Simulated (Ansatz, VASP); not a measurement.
# Al2Cu in VASP and in Ansatz

```
Cu Al
1.0
     4.52849    0.00000    0.00000
    -2.26425    3.92179    0.00000
     0.00000    0.00000    2.57277
Cu Al
1 2
Cartesian
  0.0000 0.0000 0.0000
  0.0000 2.6145 1.2864
  2.2642 1.3073 1.2864
```

Alike in both runs: functional PBEsol; k mesh 6 × 6 × 4; occupations gaussian, width 0.1 eV; no spin polarisation.

Ansatz relaxed the structure, and its values are those at the end. VASP's run is a single point on that final structure, the one shown.

|  | VASP | Ansatz |
| --- | --- | --- |
| version | VASP 6.6.1 | Ansatz 0.2.0 |
| potentials or method | VASP PAW PBE potentials, release 64 (Cu, Al), cutoff 520 eV | scalar-relativistic, plane waves, PAW |
| valence electrons in the cell | 17 | 25 |

```csv
,VASP,Ansatz,Ansatz less VASP
gap on the k mesh at the Fermi level (eV),none,none,-
pressure (GPa),0.4,0.1,-0.22
```

VASP's potentials were made for PBE, not for PBEsol. A gap of «none» marks a metal or a gap that the smearing closes. VASP's potentials hold 17 valence electrons a cell and Ansatz's 25, so a difference there can come from the potentials and not from the codes.

The k mesh is coarse, so the values compare programs but aren't converged.
